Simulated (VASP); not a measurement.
# HfN (Fm-3m) in VASP: further runs

The runs below take HfN through relaxation of cell and atoms, with r2SCAN.

Everything below comes from runs of VASP 6.6.1. Logs are shortened: lines on timing, memory, paths and dates and some standing lists are left out, and cuts for length are marked.

### Step 1. The cell of the first run

It takes space group Fm-3m (No. 225, cubic). The conventional cell has a = 4.294 Å, b = 4.294 Å, c = 4.294 Å, α = 90.00°, β = 90.00°, γ = 90.00°. Hf (site symmetry m-3m) has 6 N at 2.15 Å within 2.8 Å. N (site symmetry m-3m) has 6 Hf at 2.15 Å within 2.8 Å.

### Step 2. Relaxation of cell and atoms, r2SCAN, target pressure 60 GPa, at which the enthalpy is minimised

POSCAR reads:

```
HfN
1.0
    0.0000000000      2.1468193304      2.1468193304
    2.1468193304      0.0000000000      2.1468193304
    2.1468193304      2.1468193304      0.0000000000
Hf N
1 1
Direct
    0.0000000000      0.0000000000      0.0000000000
    0.5000000000      0.5000000000      0.5000000000
```

INCAR.step1 reads:

```
PREC = Accurate
ENCUT = 600
ISMEAR = 0
SIGMA = 0.1
LREAL = F
LASPH = T
NELM = 100
GGA = PE
ALGO = Normal
EDIFF = 1E-4
LWAVE = T
LCHARG = F
```

INCAR.step2 reads:

```
PREC = Accurate
ENCUT = 600
EDIFF = 1E-6
ISMEAR = 0
SIGMA = 0.1
LREAL = F
LASPH = T
NELM = 100
ALGO = Normal
ISIF = 3
LWAVE = F
LCHARG = F
METAGGA = R2SCAN
LMIXTAU = T
IBRION = 2
NSW = 70
EDIFFG = -0.008
PSTRESS = 600.0
ISTART = 1
```

KPOINTS reads:

```
Automatic mesh
0
Gamma
  16 16 16
```

Potentials or basis: VASP PAW PBE potentials, release 64 (Hf_pv, N).

Started as:

```sh
cat potpaw_PBE.64/Hf_pv/POTCAR potpaw_PBE.64/N/POTCAR > POTCAR
cp INCAR.step1 INCAR
mpirun -np 1 vasp_std > vasp.out
cp INCAR.step2 INCAR
mpirun -np 1 vasp_std > vasp.out
```

OUTCAR:

```text
PREC = Accurate
   ENCUT = 600
   EDIFF = 1E-6
   ISMEAR = 0
   LREAL = F
   LASPH = T
   NELM = 100
   ISIF = 3
   METAGGA = R2SCAN
   IBRION = 2
   NSW = 70
   EDIFFG = -0.008
   PSTRESS = 600.0
   ISTART = 1

 ion  position               nearest neighbor table
   1  0.000  0.000  0.000-   2 2.15   2 2.15   2 2.15   2 2.15   2 2.15   2 2.15
   2  0.500  0.500  0.500-   1 2.15   1 2.15   1 2.15   1 2.15   1 2.15   1 2.15

  LATTYP: Found a face centered cubic cell.
 ALAT       =     4.2936386608

  Lattice vectors:

 A1 = (   0.0000000000,   2.1468193304,   2.1468193304)
 A2 = (   2.1468193304,   0.0000000000,   2.1468193304)
 A3 = (   2.1468193304,   2.1468193304,   0.0000000000)

Analysis of symmetry for initial positions (statically):
=====================================================================
 Subroutine PRICEL returns:
 Original cell was already a primitive cell.

 Routine SETGRP: Setting up the symmetry group for a
 face centered cubic supercell.

 Subroutine GETGRP returns: Found 48 space group operations
 (whereof 48 operations were pure point group operations)
 out of a pool of 48 trial point group operations.

The static configuration has the point symmetry O_h .

Analysis of symmetry for dynamics (positions and initial velocities):
=====================================================================
 Subroutine PRICEL returns:
 Original cell was already a primitive cell.

 Routine SETGRP: Setting up the symmetry group for a
 face centered cubic supercell.

 Subroutine GETGRP returns: Found 48 space group operations
 (whereof 48 operations were pure point group operations)
 out of a pool of 48 trial point group operations.

The dynamic configuration has the point symmetry O_h .

 Subroutine INISYM returns: Found 48 space group operations
 (whereof 48 operations are pure point group operations),
 and found     1 'primitive' translations

----------------------------------------------------------------------------------------

                                     Primitive cell

  volume of cell :      19.7887

  direct lattice vectors                    reciprocal lattice vectors
     0.000000000  2.146819330  2.146819330    -0.232902691  0.232902691  0.232902691
     2.146819330  0.000000000  2.146819330     0.232902691 -0.232902691  0.232902691
     2.146819330  2.146819330  0.000000000     0.232902691  0.232902691 -0.232902691

  length of vectors
     3.036061013  3.036061013  3.036061013     0.403399295  0.403399295  0.403399295

  position of ions in fractional coordinates (direct lattice)
     0.000000000  0.000000000  0.000000000
     0.500000000  0.500000000  0.500000000

  ion indices of the primitive-cell ions
   primitive index   ion index
                 1           1
                 2           2

----------------------------------------------------------------------------------------

 KPOINTS: Automatic mesh

Automatic generation of k-mesh.
 Grid dimensions read from file:
 generate k-points for:   16   16   16

 Generating k-lattice:

  Cartesian coordinates                     Fractional coordinates (reciprocal lattice)
    -0.014556418  0.014556418  0.014556418     0.062500000  0.000000000  0.000000000
     0.014556418 -0.014556418  0.014556418     0.000000000  0.062500000  0.000000000
     0.014556418  0.014556418 -0.014556418     0.000000000  0.000000000  0.062500000

  Length of vectors
     0.025212456  0.025212456  0.025212456

  Shift w.r.t. Gamma in fractional coordinates (k-lattice)
     0.000000000  0.000000000  0.000000000

 Subroutine IBZKPT returns following result:
 ===========================================

 Found    145 irreducible k-points:

 Following reciprocal coordinates:
            Coordinates               Weight
  0.000000  0.000000  0.000000      1.000000
  0.062500  0.000000  0.000000      8.000000
  0.125000  0.000000  0.000000      8.000000
  0.187500  0.000000  0.000000      8.000000
  0.250000  0.000000  0.000000      8.000000
  0.312500  0.000000  0.000000      8.000000
[... 16 lines left out ...]
 -0.125000  0.062500  0.000000     24.000000
 -0.062500  0.062500  0.000000     12.000000
 [... further k-points ...]
   k-points           NKPTS =    145   k-points in BZ     NKDIM =    145   number of bands    NBANDS=     11
   number of dos      NEDOS =    301   number of ions     NIONS =      2
   total plane-waves  NPLWV =  13824
   dimension x,y,z NGX =    24 NGY =   24 NGZ =   24
   dimension x,y,z NGXF=    48 NGYF=   48 NGZF=   48
   ions per type =               1   1
   NGX,Y,Z   is equivalent  to a cutoff of  13.14, 13.14, 13.14 a.u.
   NGXF,Y,Z  is equivalent  to a cutoff of  26.28, 26.28, 26.28 a.u.
 SYSTEM =  unknown system
   PREC   = accura    normal or accurate (medium, high low for compatibility)
   ISTART =      1    job   : 0-new  1-cont  2-samecut
   ICHARG =      0    charge: 1-file 2-atom 10-const
   ISPIN  =      1    spin polarized calculation?
   LNONCOLLINEAR =      F non collinear calculations
   LSORBIT =      F    spin-orbit coupling
   LASPH  =      T    aspherical Exc in radial PAW
   ENCUT  =  600.0 eV  44.10 Ry    6.64 a.u.   6.06  6.06  6.06*2*pi/ulx,y,z
   NELM   =    100;   NELMIN=  2; NELMDL=  0     # of ELM steps
   EDIFF  = 0.1E-05   stopping-criterion for ELM
   LREAL  =      F    real-space projection
   EDIFFG = -.8E-02   stopping-criterion for IOM
   NSW    =     70    number of steps for IOM
   IBRION =      2    ionic relax: 0-MD 1-quasi-New 2-CG
   NFREE  =      1    steps in history (QN), initial steepest desc. (CG)
   ISIF   =      3    stress and relaxation
   ISYM   =      2    0-nonsym 1-usesym 2-fastsym
   POTIM  = 0.5000    time-step for ionic-motion
   TEBEG  =    0.0;   TEEND  =   0.0 temperature during run
   PSTRESS=  600.0 pullay stress
   NELECT =      15.0000    total number of electrons
   NUPDOWN=      -1.0000    fix difference up-down
   EMIN   =  10.00;   EMAX   =-10.00  energy-range for DOS
   EFERMI =   0.00;   METHOD = LEGACY
   ISMEAR =     0;   SIGMA  =   0.10  broadening in eV -4-tet -1-fermi 0-gaus
   EFERMI_NEDOS =   21; number of points for ismear=-14 and -15
   IALGO  =     38    algorithm
   IMIX   =      4    mixing-type and parameters
     AMIX     =   0.40;   BMIX     =  1.00
     AMIX_MAG =   1.60;   BMIX_MAG =  1.00
  volume/ion in A,a.u.               =       9.89        66.77
  Fermi-wavevector in a.u.,A,eV,Ry     =   1.492679  2.820754 30.315013  2.228091
  Thomas-Fermi vector in A             =   2.605176
   LORBIT       =      0    0 simple, 1 ext, 2 COOP (PROOUT), +10 PAW based schemes
   METAGGA = R2SCAN    functional components
   LHFCALC =     F    Hartree Fock is set to
   AEXX    =    0.0000 exact exchange contribution
   IVDW    =     0    specifies the selected vdW correction
   LEPSILON=     F    determine dielectric tensor
   LRPA    =     F    only Hartree local field effects (RPA)
 conjugate gradient relaxation of ions
 non-spin polarized calculation
 Gauss-broadening in eV      SIGMA  =   0.10
  energy-cutoff  :      600.00
  volume of cell :       19.79
 maximum number of plane-waves:       684
   NGX = 13   NGY = 13   NGZ = 13

--------------------------------------- Ionic step        1  -------------------------------------------

 number of electron      14.9999998 magnetization

 Free energy of the ion-electron system (eV)
  ---------------------------------------------------
  ext. energy  EPLUGINS =         0.00000000
  ---------------------------------------------------
  free energy    TOTEN  =       -57.72285252 eV

  energy without entropy =      -57.72015567  energy(sigma->0) =      -57.72150409

------------------------ aborting loop because EDIFF is reached ----------------------------------------

  FORCE on cell =-STRESS in cart. coord.  units (eV):
  Direction    XX          YY          ZZ          XY          YZ          ZX
  --------------------------------------------------------------------------------------
  -------------------------------------------------------------------------------------
  Total        7.3349079      7.3349079      7.3349079      0.0000000      0.0000000      0.0000000
  in kB      593.8664072    593.8664072    593.8664072      0.0000000      0.0000000      0.0000000
  external PRESSURE =      -6.1335928 kB  Pullay stress =     600.0000000 kB

 VOLUME and BASIS-vectors are now :
 -----------------------------------------------------------------------------
  energy-cutoff  :      600.00
  volume of cell :       19.79
      direct lattice vectors                 reciprocal lattice vectors
     0.000000000  2.146819330  2.146819330    -0.232902691  0.232902691  0.232902691
     2.146819330  0.000000000  2.146819330     0.232902691 -0.232902691  0.232902691
     2.146819330  2.146819330  0.000000000     0.232902691  0.232902691 -0.232902691
[... 84 lines left out ...]
  FREE ENERGIE OF THE ION-ELECTRON SYSTEM (eV)
  ---------------------------------------------------
  free  energy   TOTEN  =       -57.7109840106 eV

  energy  without entropy=      -57.7082879521  energy(sigma->0) =      -57.70963598

  enthalpy is  TOTEN    =       -50.3122631140 eV   P V=        7.3987208966

--------------------------------------- Ionic step        4  -------------------------------------------

 number of electron      14.9999998 magnetization

 Free energy of the ion-electron system (eV)
  ---------------------------------------------------
  ext. energy  EPLUGINS =         0.00000000
  ---------------------------------------------------
  free energy    TOTEN  =       -57.71431215 eV

  energy without entropy =      -57.71161592  energy(sigma->0) =      -57.71296404

 E-fermi :   9.9511     XC(G=0): -14.4944

 val. band max:        9.9458979984   @ k =  -0.1250   0.0625   0.0000
 cond. band min:       9.9605383246   @ k =   0.0625   0.0625   0.0000
 fundamental gap:      0.0146403261
 Fermi energy:         9.9510784340

 k-point     1 :       0.0000    0.0000    0.0000
  band No.  band energies     occupation
      1     -21.9418      2.00000
      2     -21.9418      2.00000
      3     -21.9418      2.00000
      4      -9.6569      2.00000
      5       6.3609      2.00000
      6       6.3609      2.00000
      7       6.3609      2.00000
      8       9.5114      2.00000
      9       9.5114      2.00000
     10       9.5114      2.00000
     11      12.3525      0.00000

 k-point     2 :       0.0625    0.0000    0.0000
  band No.  band energies     occupation
      1     -22.0180      2.00000
      2     -21.9468      2.00000
      3     -21.9468      2.00000
      4      -9.5268      2.00000
      5       5.9317      2.00000
      6       6.0656      2.00000
      7       6.0656      2.00000
      8       9.6535      1.99997
      9       9.6760      1.99990
     10       9.6760      1.99990
     11      12.7396      0.00000
[... 295 lines left out ...]
 k-point    24 :      -0.0625    0.0625    0.0000
  band No.  band energies     occupation
      1     -22.1228      2.00000
      2     -21.9830      2.00000
      3     -21.9423      2.00000
      4      -9.3202      2.00000
      5       5.2373      2.00000
      6       5.5193      2.00000
      7       5.9551      2.00000
      8       9.7018      1.99958
      9       9.7222      1.99879
     10      10.2849      0.00000
     11      12.7919      0.00000

 [... further k-points ...]
[... 5 lines left out ...]
  --------------------------------------------------------------------------------------
  -------------------------------------------------------------------------------------
  Total        7.4015493      7.4015493      7.4015493      0.0000000      0.0000000     -0.0000000
  in kB      599.9592598    599.9592598    599.9592598      0.0000000      0.0000000     -0.0000000
  external PRESSURE =      -0.0407402 kB  Pullay stress =     600.0000000 kB

 VOLUME and BASIS-vectors are now :
 -----------------------------------------------------------------------------
  energy-cutoff  :      600.00
  volume of cell :       19.77
      direct lattice vectors                 reciprocal lattice vectors
    -0.000000000  2.145987337  2.145987337    -0.232992987  0.232992987  0.232992987
     2.145987337  0.000000000  2.145987337     0.232992987 -0.232992987  0.232992987
     2.145987337  2.145987337  0.000000000     0.232992987  0.232992987 -0.232992987

 POSITION                                       TOTAL-FORCE (eV/Angst)
 -----------------------------------------------------------------------------------
      0.00000      0.00000      0.00000        -0.000000     -0.000000     -0.000000
      2.14599      2.14599      2.14599         0.000000      0.000000      0.000000
 -----------------------------------------------------------------------------------
    total drift:                                0.000000     -0.000000     -0.000000

  FREE ENERGIE OF THE ION-ELECTRON SYSTEM (eV)
  ---------------------------------------------------
  free  energy   TOTEN  =       -57.7143121532 eV

  energy  without entropy=      -57.7116159195  energy(sigma->0) =      -57.71296404

  enthalpy is  TOTEN    =       -50.3122602117 eV   P V=        7.4020519415

 reached required accuracy - stopping structural energy minimisation
```

Run time: 4.4 min. Hardware: 1 thread of AMD EPYC 9R45 (Zen 5), shared host; peak memory 0.16 GiB.

Results:

- Free energy: -57.7143 eV
- Relaxed volume: 9.88 Å³/atom
- Relaxed cell: a = 3.035 Å, b = 3.035 Å, c = 3.035 Å, α = 60.00°, β = 60.00°, γ = 60.00°
- Space group after relaxing (to 0.1 Å): Fm-3m (No. 225)
- Energy change on relaxing (the run minimises the enthalpy): +4.3 meV/atom
- Ionic steps: 4
- Pressure after relaxing: 60.0 GPa
- Band gap on the k mesh: zero (an odd number of electrons rules out a gap without spin polarisation)

The path:
| step | energy change (eV) | largest force (eV/Å) | pressure (GPa) | volume (Å³) |
| --- | --- | --- | --- | --- |
| 1 | 0.0000 | 0.0000 | 59.39 | 19.79 |
| 2 | 0.0410 | 0.0000 | 62.30 | 19.68 |
| 3 | 0.0119 | 0.0000 | 60.24 | 19.76 |
| 4 | 0.0085 | 0.0000 | 60.00 | 19.77 |

Final structure:
```cif
data_structure
_symmetry_space_group_name_H-M 'P 1'
_symmetry_Int_Tables_number 1
_cell_length_a 3.0349
_cell_length_b 3.0349
_cell_length_c 3.0349
_cell_angle_alpha 60.000
_cell_angle_beta 60.000
_cell_angle_gamma 60.000
_cell_volume 19.77
loop_
_atom_site_label
_atom_site_type_symbol
_atom_site_fract_x
_atom_site_fract_y
_atom_site_fract_z
_atom_site_occupancy
Hf1 Hf 0.00000 0.00000 0.00000 1
N1 N 0.50000 0.50000 0.50000 1
```

Caveat: the cell is relaxed towards a set pressure, so the run minimises the enthalpy, not the energy; the PAW data sets were made with another functional, which shifts forces and pressure a little; spin-orbit coupling is left out, which moves the levels of the heavy elements; an odd number of electrons without spin polarisation forces a metal; a magnetic or distorted state may lie lower.

### Step 3. Relaxation of cell and atoms, r2SCAN, target pressure 30 GPa, at which the enthalpy is minimised

This run uses another cell than the first one, of 10.59 Å³/atom.

POSCAR reads:

```
HfN
1.0
    0.0000000000      2.1959453327      2.1959453327
    2.1959453327      0.0000000000      2.1959453327
    2.1959453327      2.1959453327      0.0000000000
Hf N
1 1
Direct
    0.0000000000      0.0000000000      0.0000000000
    0.5000000000      0.5000000000      0.5000000000
```

INCAR.step1 reads:

```
SYSTEM = HfN
PREC = Accurate ; ENCUT = 600
ISMEAR = 0 ; SIGMA = 0.1
LREAL = .False. ; LASPH = .True.
NELM = 100 ; GGA = PE
ALGO = Normal ; EDIFF = 1E-4
LWAVE = .True. ; LCHARG = .False.
```

INCAR.step2 reads:

```
SYSTEM = HfN
PREC = Accurate ; ENCUT = 600
EDIFF = 1E-6 ; ISMEAR = 0
SIGMA = 0.1 ; LREAL = .False.
LASPH = .True. ; NELM = 100
ALGO = Normal ; ISIF = 3
LWAVE = .False. ; LCHARG = .False.
METAGGA = R2SCAN ; LMIXTAU = .True.
IBRION = 2 ; NSW = 70
EDIFFG = -0.008 ; PSTRESS = 300.0
ISTART = 1
```

KPOINTS reads:

```
regular mesh
0
Gamma
  16 16 16
  0 0 0
```

Potentials or basis: VASP PAW PBE potentials, release 64 (Hf_pv, N).

Started as:

```sh
cat potpaw_PBE.64/Hf_pv/POTCAR potpaw_PBE.64/N/POTCAR > POTCAR
cp INCAR.step1 INCAR
mpirun -np 1 vasp_std > vasp.out
cp INCAR.step2 INCAR
mpirun -np 1 vasp_std > vasp.out
```

Wall time 6.4 min (1 thread of AMD EPYC 9R45 (Zen 5), shared host); peak memory 0.18 GiB.

It converged, with:

| Property | Result |
| --- | --- |
| Free energy | -58.0732 eV |
| Relaxed volume | 10.53 Å³/atom |
| Relaxed cell | a = 3.100 Å, b = 3.100 Å, c = 3.100 Å, α = 60.00°, β = 60.00°, γ = 60.00° |
| Space group after relaxing (to 0.1 Å) | Fm-3m (No. 225) |
| Energy change on relaxing (the run minimises the enthalpy) | +10.3 meV/atom |
| Ionic steps | 3 |
| Pressure after relaxing | 30.1 GPa |
| Band gap on the k mesh | zero (an odd number of electrons rules out a gap without spin polarisation) |

The path:
| step | energy change (eV) | largest force (eV/Å) | pressure (GPa) | volume (Å³) |
| --- | --- | --- | --- | --- |
| 1 | 0.0000 | 0.0000 | 27.87 | 21.18 |
| 2 | 0.0857 | 0.0000 | 36.52 | 20.75 |
| 3 | 0.0206 | 0.0000 | 30.09 | 21.06 |

Final structure:
```xyz
2
Lattice="0.0000 2.1920 2.1920 2.1920 0.0000 2.1920 2.1920 2.1920 0.0000" Properties=species:S:1:pos:R:3 pbc="T T T"
Hf    0.0000    0.0000    0.0000
N     2.1920    2.1920    2.1920
```

Levels at points of the mesh, in eV from the Fermi level:
| k point | band 4 | band 5 | band 6 | band 7 | band 8 | band 9 | band 10 | band 11 |
| --- | --- | --- | --- | --- | --- | --- | --- | --- |
| (0.00, 0.00, 0.00) | -19.24 | -3.53 | -3.53 | -3.53 | -0.39 | -0.39 | -0.39 | 2.23 |
| (0.50, 0.00, 0.00) | -15.99 | -9.89 | -7.14 | -7.14 | 3.83 | 4.27 | 4.27 | 5.13 |
| (0.50, 0.50, 0.00) | -18.19 | -5.88 | -4.33 | -4.16 | -4.16 | 4.64 | 6.30 | 6.30 |

Caveat: the cell is relaxed towards a set pressure, so the run minimises the enthalpy, not the energy; the PAW data sets were made with another functional, which shifts forces and pressure a little; spin-orbit coupling is left out, which moves the levels of the heavy elements; an odd number of electrons without spin polarisation forces a metal; a magnetic or distorted state may lie lower.

The gap in the log of VASP goes by the Fermi energy; the results here count the filled bands.